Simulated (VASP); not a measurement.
# Be7S (Fm-3m) in VASP: notebook

Runs on Be7S. Level: PBE. Tasks: single point.

Everything below comes from runs of VASP 6.6.1. Logs are shortened: lines on timing, memory, paths and dates and some standing lists are left out, and cuts for length are marked.

## (1) The cell of the first run

The structure is cubic, space group Fm-3m (No. 225). Conventional cell: a = 6.690 Å, b = 6.690 Å, c = 6.690 Å, α = 90.00°, β = 90.00°, γ = 90.00°. Be (site symmetry mmm) has 10 Be at 2.37 Å and 2 S at 2.37 Å within 3.1 Å. Be (site symmetry m-3m) has 12 Be at 2.37 Å within 3.1 Å. Within 3.1 Å of S (site symmetry m-3m) lie 12 Be at 2.37 Å.

## (2) Single point, PBE

INCAR

```
SYSTEM = Be7S
ALGO = Normal
EDIFF = 1E-6
ENCUT = 600
GGA = PE
GGA_COMPAT = .False.
ISIF = 2
ISMEAR = 0
LASPH = .True.
LCHARG = .False.
LREAL = .False.
LWAVE = .False.
NBANDS = 20
NELM = 120
PREC = Accurate
SIGMA = 0.2
```

KPOINTS

```
k-points
0
Gamma
  4 4 4
  0 0 0
```

POSCAR

```
Be7S
1.0
    0.0000000000      3.3448789680      3.3448789680
    3.3448789680      0.0000000000      3.3448789680
    3.3448789680      3.3448789680      0.0000000000
Be S
7 1
Direct
    0.7499946945      0.2500053055      0.2500053055
    0.2500053055      0.7499946945      0.7499946945
    0.2500053055      0.7499946945      0.2500053055
    0.7499946945      0.2500053055      0.7499946945
    0.2500053055      0.2500053055      0.7499946945
    0.7499946945      0.7499946945      0.2500053055
    0.2500000000      0.2500000000      0.2500000000
    0.7500000000      0.7500000000      0.7500000000
```

Potentials or basis: VASP PAW PBE potentials, release 64 (Be, S).

On the command line:

```sh
$ cat potpaw_PBE.64/Be/POTCAR potpaw_PBE.64/S/POTCAR > POTCAR
$ mpirun -np 1 vasp_std > vasp.out
```

OUTCAR:

```text
SYSTEM = Be7S
   EDIFF = 1E-6
   ENCUT = 600
   GGA = PE
   ISIF = 2
   ISMEAR = 0
   LASPH = .True.
   LREAL = .False.
   NELM = 120
   PREC = Accurate

 ion  position               nearest neighbor table
   1  0.750  0.250  0.250-   3 2.37   4 2.37   5 2.37   6 2.37   7 2.37   7 2.37   8 2.37   8 2.37
                             4 2.37   3 2.37   6 2.37   5 2.37
   2  0.250  0.750  0.750-   3 2.37   4 2.37   5 2.37   6 2.37   7 2.37   7 2.37   8 2.37   8 2.37
                             3 2.37   4 2.37   6 2.37   5 2.37
   3  0.250  0.750  0.250-   1 2.37   2 2.37   5 2.37   6 2.37   7 2.37   7 2.37   8 2.37   8 2.37
                             5 2.37   1 2.37   6 2.37   2 2.37
   4  0.750  0.250  0.750-   1 2.37   2 2.37   5 2.37   6 2.37   7 2.37   7 2.37   8 2.37   8 2.37
                             2 2.37   1 2.37   6 2.37   5 2.37
   5  0.250  0.250  0.750-   1 2.37   2 2.37   3 2.37   4 2.37   7 2.37   7 2.37   8 2.37   8 2.37
                             3 2.37   1 2.37   4 2.37   2 2.37
   6  0.750  0.750  0.250-   1 2.37   2 2.37   3 2.37   4 2.37   7 2.37   7 2.37   8 2.37   8 2.37
                             3 2.37   4 2.37   2 2.37   1 2.37
   7  0.250  0.250  0.250-   1 2.37   3 2.37   5 2.37   2 2.37   4 2.37   5 2.37   2 2.37   3 2.37
                             6 2.37   1 2.37   4 2.37   6 2.37
   8  0.750  0.750  0.750-   2 2.37   3 2.37   5 2.37   1 2.37   4 2.37   5 2.37   1 2.37   3 2.37
                             6 2.37   2 2.37   4 2.37   6 2.37

  LATTYP: Found a face centered cubic cell.
 ALAT       =     6.6897579360

  Lattice vectors:

 A1 = (   0.0000000000,   3.3448789680,   3.3448789680)
 A2 = (   3.3448789680,   0.0000000000,   3.3448789680)
 A3 = (   3.3448789680,   3.3448789680,   0.0000000000)

Analysis of symmetry for initial positions (statically):
=====================================================================
 Subroutine PRICEL returns:
 Original cell was already a primitive cell.

 Routine SETGRP: Setting up the symmetry group for a
 face centered cubic supercell.

 Subroutine GETGRP returns: Found 24 space group operations
 (whereof 24 operations were pure point group operations)
 out of a pool of 48 trial point group operations.

The static configuration has the point symmetry T_d .

Analysis of symmetry for dynamics (positions and initial velocities):
=====================================================================
 Subroutine PRICEL returns:
 Original cell was already a primitive cell.

 Routine SETGRP: Setting up the symmetry group for a
 face centered cubic supercell.

 Subroutine GETGRP returns: Found 24 space group operations
 (whereof 24 operations were pure point group operations)
 out of a pool of 48 trial point group operations.

The dynamic configuration has the point symmetry T_d .

 Subroutine INISYM returns: Found 24 space group operations
 (whereof 24 operations are pure point group operations),
 and found     1 'primitive' translations

----------------------------------------------------------------------------------------

                                     Primitive cell

  volume of cell :      74.8465

  direct lattice vectors                    reciprocal lattice vectors
     0.000000000  3.344878968  3.344878968    -0.149482240  0.149482240  0.149482240
     3.344878968  0.000000000  3.344878968     0.149482240 -0.149482240  0.149482240
     3.344878968  3.344878968  0.000000000     0.149482240  0.149482240 -0.149482240

  length of vectors
     4.730373201  4.730373201  4.730373201     0.258910834  0.258910834  0.258910834

  position of ions in fractional coordinates (direct lattice)
     0.749994695  0.250005305  0.250005305
     0.250005305  0.749994695  0.749994695
     0.250005305  0.749994695  0.250005305
     0.749994695  0.250005305  0.749994695
     0.250005305  0.250005305  0.749994695
     0.749994695  0.749994695  0.250005305
     0.250000000  0.250000000  0.250000000
     0.750000000  0.750000000  0.750000000

  ion indices of the primitive-cell ions
   primitive index   ion index
                 1           1
                 2           2
                 3           3
                 4           4
                 5           5
                 6           6
                 7           7
                 8           8

----------------------------------------------------------------------------------------

 KPOINTS: k-points

Automatic generation of k-mesh.
 Grid dimensions read from file:
 generate k-points for:    4    4    4

 Generating k-lattice:

  Cartesian coordinates                     Fractional coordinates (reciprocal lattice)
    -0.037370560  0.037370560  0.037370560     0.250000000  0.000000000  0.000000000
     0.037370560 -0.037370560  0.037370560     0.000000000  0.250000000  0.000000000
     0.037370560  0.037370560 -0.037370560     0.000000000  0.000000000  0.250000000

  Length of vectors
     0.064727709  0.064727709  0.064727709

  Shift w.r.t. Gamma in fractional coordinates (k-lattice)
     0.000000000  0.000000000  0.000000000

 Subroutine IBZKPT returns following result:
 ===========================================

 Found      8 irreducible k-points:

 Following reciprocal coordinates:
            Coordinates               Weight
  0.000000  0.000000  0.000000      1.000000
  0.250000  0.000000  0.000000      8.000000
  0.500000  0.000000  0.000000      4.000000
  0.250000  0.250000  0.000000      6.000000
  0.500000  0.250000  0.000000     24.000000
 -0.250000  0.250000  0.000000     12.000000
  0.500000  0.500000  0.000000      3.000000
 -0.250000  0.500000  0.250000      6.000000
   k-points           NKPTS =      8   k-points in BZ     NKDIM =      8   number of bands    NBANDS=     20
   number of dos      NEDOS =    301   number of ions     NIONS =      8
   total plane-waves  NPLWV =  64000
   dimension x,y,z NGX =    40 NGY =   40 NGZ =   40
   dimension x,y,z NGXF=    80 NGYF=   80 NGZF=   80
   ions per type =               7   1
   NGX,Y,Z   is equivalent  to a cutoff of  14.06, 14.06, 14.06 a.u.
   NGXF,Y,Z  is equivalent  to a cutoff of  28.12, 28.12, 28.12 a.u.
 SYSTEM =  Be7S
   PREC   = accura    normal or accurate (medium, high low for compatibility)
   ISTART =      0    job   : 0-new  1-cont  2-samecut
   ICHARG =      2    charge: 1-file 2-atom 10-const
   ISPIN  =      1    spin polarized calculation?
   LNONCOLLINEAR =      F non collinear calculations
   LSORBIT =      F    spin-orbit coupling
   LASPH  =      T    aspherical Exc in radial PAW
   ENCUT  =  600.0 eV  44.10 Ry    6.64 a.u.   9.45  9.45  9.45*2*pi/ulx,y,z
   NELM   =    120;   NELMIN=  2; NELMDL= -5     # of ELM steps
   EDIFF  = 0.1E-05   stopping-criterion for ELM
   LREAL  =      F    real-space projection
   EDIFFG = 0.1E-04   stopping-criterion for IOM
   NSW    =      0    number of steps for IOM
   IBRION =     -1    ionic relax: 0-MD 1-quasi-New 2-CG
   NFREE  =      0    steps in history (QN), initial steepest desc. (CG)
   ISIF   =      2    stress and relaxation
   ISYM   =      2    0-nonsym 1-usesym 2-fastsym
   POTIM  = 0.5000    time-step for ionic-motion
   TEBEG  =    0.0;   TEEND  =   0.0 temperature during run
   PSTRESS=    0.0 pullay stress
   NELECT =      20.0000    total number of electrons
   NUPDOWN=      -1.0000    fix difference up-down
   EMIN   =  10.00;   EMAX   =-10.00  energy-range for DOS
   EFERMI =   0.00;   METHOD = LEGACY
   ISMEAR =     0;   SIGMA  =   0.20  broadening in eV -4-tet -1-fermi 0-gaus
   EFERMI_NEDOS =   21; number of points for ismear=-14 and -15
   IALGO  =     38    algorithm
   IMIX   =      4    mixing-type and parameters
     AMIX     =   0.40;   BMIX     =  1.00
     AMIX_MAG =   1.60;   BMIX_MAG =  1.00
  volume/ion in A,a.u.               =       9.36        63.14
  Fermi-wavevector in a.u.,A,eV,Ry     =   1.054454  1.992630 15.127962  1.111874
  Thomas-Fermi vector in A             =   2.189615
   LORBIT       =      0    0 simple, 1 ext, 2 COOP (PROOUT), +10 PAW based schemes
   GGA     = PE    functional components
   LHFCALC =     F    Hartree Fock is set to
   AEXX    =    0.0000 exact exchange contribution
   IVDW    =     0    specifies the selected vdW correction
   LEPSILON=     F    determine dielectric tensor
   LRPA    =     F    only Hartree local field effects (RPA)
 non-spin polarized calculation
 Gauss-broadening in eV      SIGMA  =   0.20
  energy-cutoff  :      600.00
  volume of cell :       74.85
 maximum number of plane-waves:      2525
 NGX is ok and might be reduce to    40
   NGX = 19   NGY = 19   NGZ = 19

 number of electron      19.9999999 magnetization

 Free energy of the ion-electron system (eV)
  ---------------------------------------------------
  ext. energy  EPLUGINS =         0.00000000
  ---------------------------------------------------
  free energy    TOTEN  =       -27.85582138 eV

  energy without entropy =      -27.77823286  energy(sigma->0) =      -27.81702712

 E-fermi :   7.1060     XC(G=0): -10.5538

 val. band max:        7.0474903439   @ k =  -0.2500   0.5000   0.2500
 cond. band min:       7.5989591382   @ k =   0.5000   0.5000   0.0000
 fundamental gap:      0.5514687944
 Fermi energy:         7.1059935809

 k-point     1 :       0.0000    0.0000    0.0000
  band No.  band energies     occupation
      1      -8.7107      2.00000
      2      -0.1365      2.00000
      3      -0.1365      2.00000
      4      -0.1365      2.00000
      5       0.0990      2.00000
      6       2.7737      2.00000
[... 12 lines left out ...]
     19      15.4300      0.00000
     20      15.4300      0.00000

 k-point     2 :       0.2500    0.0000    0.0000
  band No.  band energies     occupation
      1      -8.5932      2.00000
      2      -1.7864      2.00000
      3      -0.0772      2.00000
      4      -0.0772      2.00000
      5       1.4159      2.00000
      6       2.9686      2.00000
[... 130 lines left out ...]
 k-point     8 :      -0.2500    0.5000    0.2500
  band No.  band energies     occupation
      1      -8.3870      2.00000
      2      -1.5905      2.00000
      3      -1.5903      2.00000
      4      -1.1221      2.00000
      5       2.1682      2.00000
      6       3.4919      2.00000
[... 12 lines left out ...]
     19      14.3379      0.00000
     20      14.3390      0.00000

------------------------ aborting loop because EDIFF is reached ----------------------------------------

  FORCE on cell =-STRESS in cart. coord.  units (eV):
  Direction    XX          YY          ZZ          XY          YZ          ZX
  --------------------------------------------------------------------------------------
  -------------------------------------------------------------------------------------
  Total       -0.2194224     -0.2194224     -0.2194224      0.0000000     -0.0000000     -0.0000000
  in kB       -4.6969983     -4.6969983     -4.6969983      0.0000000     -0.0000000     -0.0000000
  external PRESSURE =      -4.6969983 kB  Pullay stress =       0.0000000 kB

 VOLUME and BASIS-vectors are now :
 -----------------------------------------------------------------------------
  energy-cutoff  :      600.00
  volume of cell :       74.85
      direct lattice vectors                 reciprocal lattice vectors
     0.000000000  3.344878968  3.344878968    -0.149482240  0.149482240  0.149482240
     3.344878968  0.000000000  3.344878968     0.149482240 -0.149482240  0.149482240
     3.344878968  3.344878968  0.000000000     0.149482240  0.149482240 -0.149482240

 POSITION                                       TOTAL-FORCE (eV/Angst)
 -----------------------------------------------------------------------------------
      1.67247      3.34488      3.34488        -0.000255      0.000000     -0.000000
      5.01728      3.34488      3.34488         0.000255      0.000000     -0.000000
      3.34488      1.67247      3.34488         0.000000     -0.000255     -0.000000
      3.34488      5.01728      3.34488         0.000000      0.000255     -0.000000
      3.34488      3.34488      1.67247         0.000000      0.000000     -0.000255
      3.34488      3.34488      5.01728         0.000000      0.000000      0.000255
      1.67244      1.67244      1.67244         0.000000      0.000000     -0.000000
      5.01732      5.01732      5.01732         0.000000      0.000000      0.000000
 -----------------------------------------------------------------------------------
    total drift:                               -0.000000     -0.000000     -0.000000

  FREE ENERGIE OF THE ION-ELECTRON SYSTEM (eV)
  ---------------------------------------------------
  free  energy   TOTEN  =       -27.8558213794 eV

  energy  without entropy=      -27.7782328617  energy(sigma->0) =      -27.81702712
```

Wall time 14 s (1 thread of AMD EPYC 9R45 (Zen 5), shared host); peak memory 0.19 GiB.

Results:

```yaml
Free_energy: -27.8558 eV
Pressure: -0.5 GPa
Band_gap_on_the_k_mesh: zero (band 10 reaches 8.10 eV, above the bottom of band 11 at 6.32 eV)
```

Caveat: the k points lie up to 0.41 Å⁻¹ apart.

## (3) Single point, PBE

This run uses another cell than the first one, of 9.30 Å³/atom, 0.994 times its volume.

INCAR

```
SYSTEM = Be7S
PREC = Accurate
ENCUT = 600
EDIFF = 1E-6
ISMEAR = 0
SIGMA = 0.2
LREAL = .FALSE.
LASPH = .TRUE.
NELM = 120
ALGO = Normal
ISIF = 2
LWAVE = .FALSE.
LCHARG = .FALSE.
GGA = PE
NBANDS = 20
GGA_COMPAT = .FALSE.
```

KPOINTS

```
regular mesh
0
G
  4 4 4
  0 0 0
```

POSCAR

```
Be7S
1.0
    0.0000000000      3.3382510284      3.3382510284
    3.3382510284      0.0000000000      3.3382510284
    3.3382510284      3.3382510284      0.0000000000
Be S
7 1
Direct
    0.5000000000      0.0000000000      0.0000000000
    0.0000000000      0.5000000000      0.5000000000
    0.0000000000      0.5000000000      0.0000000000
    0.5000000000      0.0000000000      0.5000000000
    0.0000000000      0.0000000000      0.5000000000
    0.5000000000      0.5000000000      0.0000000000
    0.0000000000      0.0000000000      0.0000000000
    0.5000000000      0.5000000000      0.5000000000
```

Potentials or basis: VASP PAW PBE potentials, release 64 (Be, S).

On the command line:

```sh
$ cat potpaw_PBE.64/Be/POTCAR potpaw_PBE.64/S/POTCAR > POTCAR
$ mpirun -np 1 vasp_std > vasp.out
```

Wall time 14 s (1 thread of AMD EPYC 9R45 (Zen 5), shared host); peak memory 0.19 GiB.

The run converged. Its results:

| Quantity | Value |
| --- | --- |
| Free energy | -27.8562 eV |
| Pressure | 0.2 GPa |
| Band gap on the k mesh | zero (band 10 reaches 8.16 eV, above the bottom of band 11 at 6.38 eV) |

Levels at points of the mesh, in eV from the Fermi level:
```
           k point  band 8  band 9  band 10  band 11  band 12  band 13
(0.00, 0.00, 0.00)   -2.55   -2.55    -0.79    -0.79    -0.79     2.31
(0.50, 0.00, 0.00)   -3.60   -1.70    -0.30     1.27     1.27     2.19
(0.50, 0.50, 0.00)   -0.84   -0.84     0.48     0.48     1.28     2.02
```

Caveat: the k points lie up to 0.41 Å⁻¹ apart.

## (4) Single point, PBE

This run uses another cell than the first one, of 9.28 Å³/atom, 0.992 times its volume.

INCAR

```
SYSTEM = Be7S
ALGO = Normal ; EDIFF = 1E-6
ENCUT = 600 ; GGA = PE
GGA_COMPAT = .False. ; ISIF = 2
ISMEAR = 0 ; LASPH = .True.
LCHARG = .True. ; LELF = .True.
LREAL = .False. ; LVHAR = .True.
LWAVE = .False. ; NBANDS = 20
NELM = 120 ; PREC = Accurate
SIGMA = 0.2
```

KPOINTS

```
k-points
0
Gamma
  4 4 4
  0 0 0
```

POSCAR

```
Be7S
1.0
    0.0000000000      3.3360218774      3.3360218774
    3.3360218774      0.0000000000      3.3360218774
    3.3360218774      3.3360218774      0.0000000000
Be S
7 1
Direct
    0.5000000000      0.0000000000      0.0000000000
    0.0000000000      0.5000000000      0.5000000000
    0.0000000000      0.5000000000      0.0000000000
    0.5000000000      0.0000000000      0.5000000000
    0.0000000000      0.0000000000      0.5000000000
    0.5000000000      0.5000000000      0.0000000000
    0.5000000000      0.5000000000      0.5000000000
    0.0000000000      0.0000000000      0.0000000000
```

On the command line:

```sh
$ cat potpaw_PBE.64/Be/POTCAR potpaw_PBE.64/S/POTCAR > POTCAR
$ mpirun -np 1 vasp_std > vasp.out
```

Wall time 15 s (1 thread of AMD EPYC 9R45 (Zen 5), shared host); peak memory 0.19 GiB.

It converged, with:

| Quantity | Value |
| --- | --- |
| Free energy | -27.8560 eV |
| Pressure | 0.4 GPa |
| Band gap on the k mesh | zero (band 10 reaches 8.18 eV, above the bottom of band 11 at 6.40 eV) |

Levels at points of the mesh, in eV from the Fermi level:
| k point | band 7 | band 8 | band 9 | band 10 | band 11 | band 12 | band 13 | band 14 |
| --- | --- | --- | --- | --- | --- | --- | --- | --- |
| (0.00, 0.00, 0.00) | -2.56 | -2.56 | -2.56 | -0.79 | -0.79 | -0.79 | 2.31 | 2.31 |
| (0.50, 0.00, 0.00) | -3.64 | -3.61 | -1.70 | -0.29 | 1.27 | 1.27 | 2.19 | 2.19 |
| (0.50, 0.50, 0.00) | -1.16 | -0.84 | -0.84 | 0.48 | 0.48 | 1.28 | 2.01 | 3.67 |

Caveat: the k points lie up to 0.41 Å⁻¹ apart.

## (5) Single point, PBE

This run uses another cell than the first one, of 9.29 Å³/atom, 0.993 times its volume.

INCAR

```
SYSTEM = Be7S
PREC     = Accurate       ! precision mode
ENCUT    = 600            ! plane-wave cutoff, eV
EDIFF    = 1E-6           ! SCF threshold, eV
ISMEAR   = 0              ! smearing method
SIGMA    = 0.2            ! smearing width, eV
LREAL    = .FALSE.        ! projectors in reciprocal space
LASPH    = .TRUE.         ! aspherical terms in the spheres
NELM     = 120            ! most SCF steps
ALGO     = Normal         ! electronic algorithm
ISIF     = 2              ! what is computed and relaxed
LWAVE    = .FALSE.        ! write WAVECAR
LCHARG   = .TRUE.         ! write CHGCAR
GGA      = PE             ! functional
LELF     = .TRUE.         ! ELF
LVHAR    = .TRUE.       
NBANDS   = 20             ! bands
GGA_COMPAT= .FALSE.
```

KPOINTS

```
regular mesh
0
G
  4 4 4
  0 0 0
```

POSCAR

```
Be7S
1.0
    0.0000000000      3.3370892783      3.3370892783
    3.3370892783      0.0000000000      3.3370892783
    3.3370892783      3.3370892783      0.0000000000
Be S
7 1
Direct
    0.5000000000      0.0000000000      0.0000000000
    0.0000000000      0.5000000000      0.0000000000
    0.0000000000      0.5000000000      0.5000000000
    0.5000000000      0.0000000000      0.5000000000
    0.0000000000      0.0000000000      0.5000000000
    0.5000000000      0.5000000000      0.5000000000
    0.5000000000      0.5000000000      0.0000000000
    0.0000000000      0.0000000000      0.0000000000
```

On the command line:

```sh
$ cat potpaw_PBE.64/Be/POTCAR potpaw_PBE.64/S/POTCAR > POTCAR
$ mpirun -np 1 vasp_std > vasp.out
```

It took 15 s on 1 thread of AMD EPYC 9R45 (Zen 5), shared host; peak memory 0.19 GiB.

The run converged. Its results:

```
Free energy            : -27.8561 eV
Pressure               : 0.3 GPa
Band gap on the k mesh : zero (band 10 reaches 8.17 eV, above the bottom of band 11 at 6.39 eV)
```

Levels at points of the mesh, in eV from the Fermi level:
```tsv
k point	band 7	band 8	band 9	band 10	band 11	band 12	band 13	band 14
(0.00, 0.00, 0.00)	-2.56	-2.56	-2.56	-0.79	-0.79	-0.79	2.31	2.31
(0.50, 0.00, 0.00)	-3.64	-3.61	-1.70	-0.30	1.27	1.27	2.19	2.19
(0.50, 0.50, 0.00)	-1.16	-0.84	-0.84	0.48	0.48	1.28	2.01	3.67
```

Caveat: the k points lie up to 0.41 Å⁻¹ apart.

## (6) The runs side by side

```csv
cell,gap on the mesh (eV),pressure (GPa)
"a = 4.730 Å, angles 60.0°, 8 atoms",none,-0.5
"a = 4.721 Å, angles 60.0°, 8 atoms",none,0.2
"a = 4.718 Å, angles 60.0°, 8 atoms",none,0.4
"a = 4.719 Å, angles 60.0°, 8 atoms",none,0.3
```

Alike in all rows: task single point; level PBE; potentials or basis VASP PAW PBE potentials, release 64 (Be, S); no spin polarisation; k mesh 4 × 4 × 4; cutoff (eV) 600; smearing gaussian 0.2 eV.

Caveats: all runs use coarse meshes.

Absolute energies hang on the potentials; compare differences alone.
